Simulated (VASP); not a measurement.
Runs of VASP 6.6.1 on GaN. The structure is that of space group P6_3mc (No. 186), or close to it. The cells are those of the table. 

| task | cell | k mesh | cutoff (eV) | smearing | gap on the mesh (eV) | pressure (GPa) |
| --- | --- | --- | --- | --- | --- | --- |
| single point | a = 3.194, b = 3.194, c = 5.203 Å, angles 90.0, 90.0, 120.0°, 4 atoms | 8 × 8 × 4 | 520 | gaussian 0.01 eV | 1.82 | (a) |
| relaxation of cell and atoms | relaxed to 2 GPa from a = 3.183, b = 3.183, c = 5.185 Å, angles 90.0, 90.0, 120.0°, 4 atoms | 8 × 8 × 4 | 600 | gaussian 0.01 eV | (b) | 2.0 |
| single point | a = 3.161, b = 3.161, c = 5.150 Å, angles 90.0, 90.0, 120.0°, 4 atoms | 8 × 8 × 4 | 520 | gaussian 0.01 eV | 2.03 | 3.8 |
| single point | a = 3.172, b = 3.172, c = 5.168 Å, angles 90.0, 90.0, 120.0°, 4 atoms | 8 × 8 × 4 | 520 | gaussian 0.01 eV | 1.96 | (c) |
| single point | a = 3.183, b = 3.183, c = 5.185 Å, angles 90.0, 90.0, 120.0°, 4 atoms | 10 × 10 × 6 | 520 | fermi-dirac 0.1 eV | 1.89 | -0.1 |
| relaxation of cell and atoms | relaxed to 10 GPa from a = 3.183, b = 3.183, c = 5.185 Å, angles 90.0, 90.0, 120.0°, 4 atoms | 8 × 8 × 4 | 600 | gaussian 0.01 eV | (d) | 10.0 |
| relaxation of cell and atoms | relaxed to 4 GPa from a = 3.183, b = 3.183, c = 5.185 Å, angles 90.0, 90.0, 120.0°, 4 atoms | 8 × 8 × 4 | 600 | gaussian 0.01 eV | 2.04 | 4.0 |
| single point | a = 3.132, b = 3.132, c = 5.104 Å, angles 90.0, 90.0, 120.0°, 4 atoms | 8 × 8 × 4 | 520 | gaussian 0.01 eV | 2.21 | 9.7 |

Alike in all rows: level PBEsol; potentials or basis VASP PAW PBE potentials, release 64 (Ga_d, N); no spin polarisation.

Task: Estimate the missing entries.

Result: (a) -2.2; (b) 1.97; (c) 1.7; (d) 2.22.

Caveats: the PAW data sets were made with another functional, which shifts forces and pressure a little; the cell is relaxed towards a set pressure, so the enthalpy falls and the energy may rise (some runs).

A k mesh can miss the band edges, and the runs leave out spin-orbit coupling on Ga.
